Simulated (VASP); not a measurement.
Here is a VASP 6.6.1 calculation.

INCAR

```
SYSTEM = Ru
  PREC = Accurate
  ENCUT = 600
  EDIFF = 1E-6
  ISMEAR = -1
  SIGMA = 0.1
  LREAL = .FALSE.
  LASPH = .TRUE.
  NELM = 60
  ALGO = Normal
  ISIF = 3
  LWAVE = .FALSE.
  LCHARG = .FALSE.
  GGA = CA
  IBRION = 2
  NSW = 60
  EDIFFG = -0.005
```

KPOINTS

```
regular mesh
0
G
  20 20 20
  0 0 0
```

POSCAR

```
Ru
1.0
   -1.4845828241      1.4845828241      1.4845828241
    1.4845828241     -1.4845828241      1.4845828241
    1.4845828241      1.4845828241     -1.4845828241
Ru
1
Direct
    0.0000000000      0.0000000000      0.0000000000
```

Potentials or basis: VASP PAW LDA potentials, release 64 (Ru_pv).

Launch:

```sh
$ cat potpaw_LDA.64/Ru_pv/POTCAR > POTCAR
$ mpirun -np 1 vasp_std > vasp.out
```

Q: Estimate the band gap on the k mesh.

A: Zero (bands 7 and 8 overlap by 3.80 eV).

Q: What does it give for the space group after relaxing (to 0.1 Å)?

A: Im-3m (No. 229).

Q: Predict the relaxed cell.

A: a = 2.601 Å, b = 2.601 Å, c = 2.601 Å, α = 109.47°, β = 109.47°, γ = 109.47°.

Final structure:
```yaml
crystal:
  lattice:
    - [-1.50183, 1.50183, 1.50183]
    - [1.50183, -1.50183, 1.50183]
    - [1.50183, 1.50183, -1.50183]
  atoms:
    - { symbol: Ru, position: [0.00000, 0.00000, 0.00000] }
```
